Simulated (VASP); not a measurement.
# Si2W (I4/mmm) in VASP: a series of runs, part 2 of 2

VASP 6.6.1. Earlier steps stand in the parts before.

## 4. Single point, PBEsol (biaxial strain in the a-b plane: +3.0 %)

File INCAR:

```
PREC     = Accurate       # precision mode
ENCUT    = 520            # plane-wave cutoff, eV
EDIFF    = 1E-6           # SCF threshold, eV
ISMEAR   = 0              # smearing method
SIGMA    = 0.1            # smearing width, eV
LREAL    = False          # projectors in reciprocal space
LASPH    = True           # aspherical terms in the spheres
NELM     = 60             # most SCF steps
ALGO     = Normal         # electronic algorithm
ISIF     = 2              # what is computed and relaxed
LWAVE    = False          # write WAVECAR
LCHARG   = False          # write CHGCAR
GGA      = PS             # functional
NBANDS   = 31             # bands
```

File KPOINTS:

```
regular mesh
0
Gamma
  12 12 6
```

File POSCAR:

```
Si2W
1.0
    3.2985745490      0.0000000000      0.0000000000
    0.0000000000      3.2985745490      0.0000000000
    0.0000000000      0.0000000000      7.6750493430
Si W
4 2
Direct
    0.0000000000      0.0000000000      0.3348224891
    0.5000000000      0.5000000000      0.1651775109
    0.5000000000      0.5000000000      0.8348224891
    0.0000000000      0.0000000000      0.6651775109
    0.0000000000      0.0000000000      0.0000000000
    0.5000000000      0.5000000000      0.5000000000
```

Potentials or basis: VASP PAW PBE potentials, release 64 (Si, W_sv).

Run with:

```console
$ cat potpaw_PBE.64/Si/POTCAR potpaw_PBE.64/W_sv/POTCAR > POTCAR
$ mpirun -np 1 vasp_std > vasp.out
```

OUTCAR:

```text
PREC = Accurate
   ENCUT = 520
   EDIFF = 1E-6
   ISMEAR = 0
   LREAL = False
   LASPH = True
   NELM = 60
   ISIF = 2
   GGA = PS

 ion  position               nearest neighbor table
   1  0.000  0.000  0.335-   4 2.54   5 2.57   6 2.65   6 2.65   6 2.65   6 2.65   2 2.67   2 2.67
                             2 2.67   2 2.67
   2  0.500  0.500  0.165-   3 2.54   6 2.57   5 2.65   5 2.65   5 2.65   5 2.65   1 2.67   1 2.67
                             1 2.67   1 2.67
   3  0.500  0.500  0.835-   2 2.54   6 2.57   5 2.65   5 2.65   5 2.65   5 2.65   4 2.67   4 2.67
                             4 2.67   4 2.67
   4  0.000  0.000  0.665-   1 2.54   5 2.57   6 2.65   6 2.65   6 2.65   6 2.65   3 2.67   3 2.67
[... 1046 lines left out ...]
  Total       -6.8965511     -6.8965511      2.6965571      0.0000000     -0.0000000     -0.0000000
  in kB     -132.3149009   -132.3149009     51.7352333      0.0000000     -0.0000000     -0.0000000
  external PRESSURE =     -70.9648562 kB  Pullay stress =       0.0000000 kB

 VOLUME and BASIS-vectors are now :
 -----------------------------------------------------------------------------
  energy-cutoff  :      520.00
  volume of cell :       83.51
      direct lattice vectors                 reciprocal lattice vectors
     3.298574549  0.000000000  0.000000000     0.303161255  0.000000000  0.000000000
     0.000000000  3.298574549  0.000000000     0.000000000  0.303161255  0.000000000
     0.000000000  0.000000000  7.675049343     0.000000000  0.000000000  0.130292322

 POSITION                                       TOTAL-FORCE (eV/Angst)
 -----------------------------------------------------------------------------------
      0.00000      0.00000      2.56978         0.000000     -0.000000      0.026232
      1.64929      1.64929      1.26775        -0.000000      0.000000     -0.026232
      1.64929      1.64929      6.40730        -0.000000      0.000000      0.026232
      0.00000      0.00000      5.10527        -0.000000     -0.000000     -0.026232
      0.00000      0.00000      0.00000         0.000000      0.000000     -0.000000
      1.64929      1.64929      3.83752         0.000000      0.000000     -0.000000
 -----------------------------------------------------------------------------------
    total drift:                                0.000000      0.000000      0.000000

  FREE ENERGIE OF THE ION-ELECTRON SYSTEM (eV)
  ---------------------------------------------------
  free  energy   TOTEN  =       -53.0519796466 eV

  energy  without entropy=      -53.0489989421  energy(sigma->0) =      -53.05048929
```

stdout:

```text
POSCAR found type information on POSCAR SiW
 POSCAR found :  2 types and       6 ions
 scaLAPACK will be used
 -----------------------------------------------------------------------------
|                                                                             |
|                                                                             |
|     You enforced a specific xc type in the INCAR file but a different       |
|     I HOPE YOU KNOW WHAT YOU ARE DOING!                                     |
|                                                                             |
 -----------------------------------------------------------------------------

 LDA part: xc-table for (Slater+PW92), standard interpolation
 POSCAR, INCAR and KPOINTS ok, starting setup
 FFT: planning ... GRIDC
 FFT: planning ... GRID_SOFT
 FFT: planning ... GRID
 WAVECAR not read
 entering main loop
```

Run time: 3.2 min. Hardware: 1 thread of Intel Xeon Platinum 8488C (Sapphire Rapids), shared host; peak memory 0.36 GiB.

Results:

```yaml
Free_energy: -53.0520 eV
Pressure: -7.1 GPa
Largest_force: 0.026 eV/Å
Band_gap_on_the_k_mesh: zero (bands 22 and 23 overlap by 0.93 eV)
```

Forces in eV/Å, atoms in the order of the input:
```
Si   0.000  0.000  0.026
Si   0.000  0.000 -0.026
Si   0.000  0.000  0.026
Si   0.000  0.000 -0.026
W    0.000  0.000  0.000
W    0.000  0.000  0.000
```

Levels at points of the mesh, in eV from the Fermi level:
| k point | band 20 | band 21 | band 22 | band 23 | band 24 | band 25 |
| --- | --- | --- | --- | --- | --- | --- |
| (0.00, 0.00, 0.00) | -1.03 | -0.34 | -0.34 | 0.42 | 0.63 | 2.43 |
| (0.50, 0.00, 0.00) | -1.98 | -0.76 | -0.76 | 2.16 | 2.16 | 2.84 |
| (0.50, 0.50, 0.00) | -2.73 | -1.71 | -1.71 | 2.66 | 2.66 | 2.81 |
| (0.00, 0.00, 0.50) | -1.98 | 0.52 | 0.52 | 1.47 | 1.47 | 1.48 |
| (0.50, 0.00, 0.50) | -2.48 | -0.44 | -0.44 | 2.37 | 2.37 | 2.60 |
| (0.50, 0.50, 0.50) | -2.16 | -2.16 | -2.16 | 0.37 | 0.37 | 2.66 |

Caveat: the cell differs from its parent crystal (biaxial strain in the a-b plane: +3.0 %); the stress differs along the axes, from -13 to 5 GPa; the PAW data sets were made with another functional, which shifts forces and pressure a little; spin-orbit coupling is left out, which moves the levels of the heavy elements.

## 5. Single point, PBEsol (biaxial strain in the a-b plane: +3.0 %, then relaxed in part)

File INCAR:

```
SYSTEM = Si2W
  ALGO = Normal
  EDIFF = 1E-7
  ENCUT = 520
  GGA = PS
  ISIF = 2
  ISMEAR = 0
  LASPH = .True.
  LCHARG = .True.
  LELF = .True.
  LREAL = .False.
  LVHAR = .True.
  LWAVE = .False.
  NBANDS = 31
  NELM = 100
  PREC = Accurate
  SIGMA = 0.1
```

File KPOINTS:

```
k-points
0
Gamma
  12 12 6
  0 0 0
```

File POSCAR:

```
Si2W
1.0
    3.2985745490      0.0000000000      0.0000000000
    0.0000000000      3.2985745490      0.0000000000
    0.0000000000      0.0000000000      7.7419485247
Si W
4 2
Direct
    0.0000000000      0.0000000000      0.3351028068
    0.5000000000      0.5000000000      0.1648971932
    0.5000000000      0.5000000000      0.8351028068
    0.0000000000      0.0000000000      0.6648971932
    0.0000000000      0.0000000000      0.0000000000
    0.5000000000      0.5000000000      0.5000000000
```

Potentials or basis: VASP PAW PBE potentials, release 64 (Si, W_sv).

Run with:

```console
$ cat potpaw_PBE.64/Si/POTCAR potpaw_PBE.64/W_sv/POTCAR > POTCAR
$ mpirun -np 1 vasp_std > vasp.out
```

OUTCAR:

```text
SYSTEM = Si2W
   EDIFF = 1E-7
   ENCUT = 520
   GGA = PS
   ISIF = 2
   ISMEAR = 0
   LASPH = .True.
   LREAL = .False.
   NELM = 100
   PREC = Accurate

 ion  position               nearest neighbor table
   1  0.000  0.000  0.335-   4 2.55   5 2.59   6 2.66   6 2.66   6 2.66   6 2.66   2 2.68   2 2.68
                             2 2.68   2 2.68
   2  0.500  0.500  0.165-   3 2.55   6 2.59   5 2.66   5 2.66   5 2.66   5 2.66   1 2.68   1 2.68
                             1 2.68   1 2.68
   3  0.500  0.500  0.835-   2 2.55   6 2.59   5 2.66   5 2.66   5 2.66   5 2.66   4 2.68   4 2.68
                             4 2.68   4 2.68
   4  0.000  0.000  0.665-   1 2.55   5 2.59   6 2.66   6 2.66   6 2.66   6 2.66   3 2.68   3 2.68
                             3 2.68   3 2.68
   5  0.000  0.000  0.000-   1 2.59   4 2.59   3 2.66   2 2.66   2 2.66   3 2.66   2 2.66   3 2.66
                             2 2.66   3 2.66
   6  0.500  0.500  0.500-   2 2.59   3 2.59   1 2.66   4 2.66   1 2.66   4 2.66   1 2.66   4 2.66
                             1 2.66   4 2.66

  LATTYP: Found a simple tetragonal cell.
 ALAT       =     3.2985745490
 C/A-ratio  =     2.3470588309

  Lattice vectors:

 A1 = (   3.2985745490,   0.0000000000,   0.0000000000)
[... 201 lines left out ...]

 E-fermi :  11.1914     XC(G=0): -12.4083

 val. band max:       11.1608630561   @ k =   0.0833   0.0000   0.1667
 cond. band min:      11.1935127062   @ k =   0.0833   0.0000   0.3333
 fundamental gap:      0.0326496501
 Fermi energy:        11.1913949659

 k-point     1 :       0.0000    0.0000    0.0000
  band No.  band energies     occupation
      1     -62.6305      2.00000
      2     -62.6304      2.00000
      3     -26.8812      2.00000
      4     -26.8812      2.00000
      5     -26.8798      2.00000
      6     -26.8798      2.00000
[... 805 lines left out ...]
     30      15.8766      0.00000
     31      16.2589      0.00000

 [... further k-points ...]
[... 5 lines left out ...]
  --------------------------------------------------------------------------------------
  -------------------------------------------------------------------------------------
  Total       -7.2524248     -7.2524248      0.1422997      0.0000000      0.0000000      0.0000000
  in kB     -137.9402244   -137.9402244      2.7065229      0.0000000      0.0000000      0.0000000
  external PRESSURE =     -91.0579753 kB  Pullay stress =       0.0000000 kB

 VOLUME and BASIS-vectors are now :
 -----------------------------------------------------------------------------
  energy-cutoff  :      520.00
  volume of cell :       84.24
      direct lattice vectors                 reciprocal lattice vectors
     3.298574549  0.000000000  0.000000000     0.303161255  0.000000000  0.000000000
     0.000000000  3.298574549  0.000000000     0.000000000  0.303161255  0.000000000
     0.000000000  0.000000000  7.741948525     0.000000000  0.000000000  0.129166449

 POSITION                                       TOTAL-FORCE (eV/Angst)
 -----------------------------------------------------------------------------------
      0.00000      0.00000      2.59435         0.000000      0.000000     -0.001258
      1.64929      1.64929      1.27663        -0.000000      0.000000      0.001258
      1.64929      1.64929      6.46532         0.000000      0.000000     -0.001258
      0.00000      0.00000      5.14760        -0.000000     -0.000000      0.001258
      0.00000      0.00000      0.00000        -0.000000     -0.000000     -0.000000
      1.64929      1.64929      3.87097         0.000000     -0.000000     -0.000000
 -----------------------------------------------------------------------------------
    total drift:                                0.000000      0.000000      0.000000

  FREE ENERGIE OF THE ION-ELECTRON SYSTEM (eV)
  ---------------------------------------------------
  free  energy   TOTEN  =       -53.0645234228 eV

  energy  without entropy=      -53.0612979983  energy(sigma->0) =      -53.06291071
```

stdout:

```text
POSCAR found type information on POSCAR SiW
 POSCAR found :  2 types and       6 ions
 scaLAPACK will be used
 -----------------------------------------------------------------------------
|                                                                             |
|                                                                             |
|     You enforced a specific xc type in the INCAR file but a different       |
|     I HOPE YOU KNOW WHAT YOU ARE DOING!                                     |
|                                                                             |
 -----------------------------------------------------------------------------

 LDA part: xc-table for (Slater+PW92), standard interpolation
 POSCAR, INCAR and KPOINTS ok, starting setup
 FFT: planning ... GRIDC
 FFT: planning ... GRID_SOFT
 FFT: planning ... GRID
 WAVECAR not read
 entering main loop
```

Run time: 4.1 min. Hardware: 1 thread of Intel Xeon Platinum 8488C (Sapphire Rapids), shared host; peak memory 0.36 GiB.

What came out:

```yaml
Free_energy: -53.0645 eV
Pressure: -9.1 GPa
Band_gap_on_the_k_mesh: zero (bands 22 and 23 overlap by 0.97 eV)
```

Stress tensor (GPa, compression positive):
```
-13.79   0.00   0.00
  0.00 -13.79   0.00
  0.00   0.00   0.27
```

Levels at points of the mesh, in eV from the Fermi level:
| k point | band 20 | band 21 | band 22 | band 23 | band 24 | band 25 |
| --- | --- | --- | --- | --- | --- | --- |
| (0.00, 0.00, 0.00) | -0.99 | -0.37 | -0.37 | 0.43 | 0.63 | 2.41 |
| (0.50, 0.00, 0.00) | -2.08 | -0.73 | -0.73 | 2.15 | 2.15 | 2.80 |
| (0.50, 0.50, 0.00) | -2.78 | -1.73 | -1.73 | 2.64 | 2.64 | 2.80 |
| (0.00, 0.00, 0.50) | -2.03 | 0.53 | 0.53 | 1.39 | 1.39 | 1.46 |
| (0.50, 0.00, 0.50) | -2.49 | -0.43 | -0.43 | 2.37 | 2.37 | 2.62 |
| (0.50, 0.50, 0.50) | -2.19 | -2.19 | -2.19 | 0.28 | 0.28 | 2.64 |

Caveat: the cell differs from its parent crystal (biaxial strain in the a-b plane: +3.0 %, then relaxed in part); the stress differs along the axes, from -14 to 0 GPa; the PAW data sets were made with another functional, which shifts forces and pressure a little; spin-orbit coupling is left out, which moves the levels of the heavy elements.

## 6. Single point, PBEsol (biaxial strain in the a-b plane: +4.5 %)

File INCAR:

```
SYSTEM = Si2W
  PREC = Accurate
  ENCUT = 520
  EDIFF = 1E-6
  ISMEAR = 0
  SIGMA = 0.1
  LREAL = .FALSE.
  LASPH = .TRUE.
  NELM = 80
  ALGO = Normal
  ISIF = 2
  LWAVE = .FALSE.
  LCHARG = .FALSE.
  GGA = PS
  NBANDS = 31
```

File KPOINTS:

```
regular mesh
0
G
  12 12 6
  0 0 0
```

Changes to POSCAR since step 5:

```diff
@@ -2,5 +2,5 @@
 1.0
-    3.2985745490      0.0000000000      0.0000000000
-    0.0000000000      3.2985745490      0.0000000000
-    0.0000000000      0.0000000000      7.7419485247
+    3.3466120424      0.0000000000      0.0000000000
+    0.0000000000      3.3466120424      0.0000000000
+    0.0000000000      0.0000000000      7.6047077503
 Si W
```

Potentials or basis: VASP PAW PBE potentials, release 64 (Si, W_sv).

Run with:

```console
$ cat potpaw_PBE.64/Si/POTCAR potpaw_PBE.64/W_sv/POTCAR > POTCAR
$ mpirun -np 1 vasp_std > vasp.out
```

Wall time 3.6 min (1 thread of Intel Xeon Platinum 8488C (Sapphire Rapids), shared host); peak memory 0.37 GiB.

The run converged. Its results:

| Item | Value |
| --- | --- |
| Free energy | -52.7756 eV |
| Pressure | -9.8 GPa |
| Largest force | 0.012 eV/Å |
| Band gap on the k mesh | zero (bands 22 and 23 overlap by 0.75 eV) |

Forces in eV/Å, atoms in the order of the input:
```
Si   0.000  0.000  0.012
Si   0.000  0.000 -0.012
Si   0.000  0.000  0.012
Si   0.000  0.000 -0.012
W    0.000  0.000  0.000
W    0.000  0.000  0.000
```

Stress tensor (GPa, compression positive):
```
-18.75   0.00   0.00
  0.00 -18.75   0.00
  0.00   0.00   8.24
```

Levels at points of the mesh, in eV from the Fermi level:
```tsv
k point	band 20	band 21	band 22	band 23	band 24	band 25
(0.00, 0.00, 0.00)	-1.09	-0.22	-0.22	0.36	0.59	2.30
(0.50, 0.00, 0.00)	-1.62	-0.76	-0.76	2.11	2.11	2.88
(0.50, 0.50, 0.00)	-2.42	-1.67	-1.67	2.53	2.53	2.63
(0.00, 0.00, 0.50)	-1.74	0.47	0.47	1.44	1.44	1.46
(0.50, 0.00, 0.50)	-2.31	-0.40	-0.40	2.24	2.24	2.54
(0.50, 0.50, 0.50)	-1.99	-1.99	-1.99	0.54	0.54	2.53
```

Caveat: the cell differs from its parent crystal (biaxial strain in the a-b plane: +4.5 %); the stress differs along the axes, from -19 to 8 GPa; the PAW data sets were made with another functional, which shifts forces and pressure a little; spin-orbit coupling is left out, which moves the levels of the heavy elements.

## 7. Overview

```csv
cell,gap on the mesh (eV),pressure (GPa),largest force (eV/Å)
"a = 3.251, b = 3.251, c = 7.745 Å, 6 atoms, atomic positions A",none,-3.8,0.04
"a = 3.251, b = 3.251, c = 7.777 Å, 6 atoms, atomic positions B",none,-4.7,-
"a = 3.299, b = 3.299, c = 7.675 Å, 6 atoms, atomic positions B",none,-7.1,0.03
"a = 3.299, b = 3.299, c = 7.742 Å, 6 atoms, atomic positions C",none,-9.1,-
"a = 3.347, b = 3.347, c = 7.605 Å, 6 atoms, atomic positions C",none,-9.8,0.01
```

Alike in all rows: task single point; level PBEsol; potentials or basis VASP PAW PBE potentials, release 64 (Si, W_sv); no spin polarisation; k mesh 12 × 12 × 6; cutoff (eV) 520; smearing gaussian 0.1 eV.

Caveats: the PAW data sets were made with another functional, which shifts forces and pressure a little; spin-orbit coupling is left out, which moves the levels of the heavy elements; the stress differs along the axes, from -7 to 2 GPa (at least some runs); the stress differs along the axes, from -7 to 0 GPa (at least some runs); the stress differs along the axes, from -13 to 5 GPa (at least some runs); the stress differs along the axes, from -14 to 0 GPa (at least some runs); the stress differs along the axes, from -19 to 8 GPa (at least some runs).

Absolute energies hang on the potentials; compare differences alone.

The gap in the log of VASP goes by the Fermi energy; the results here count the filled bands.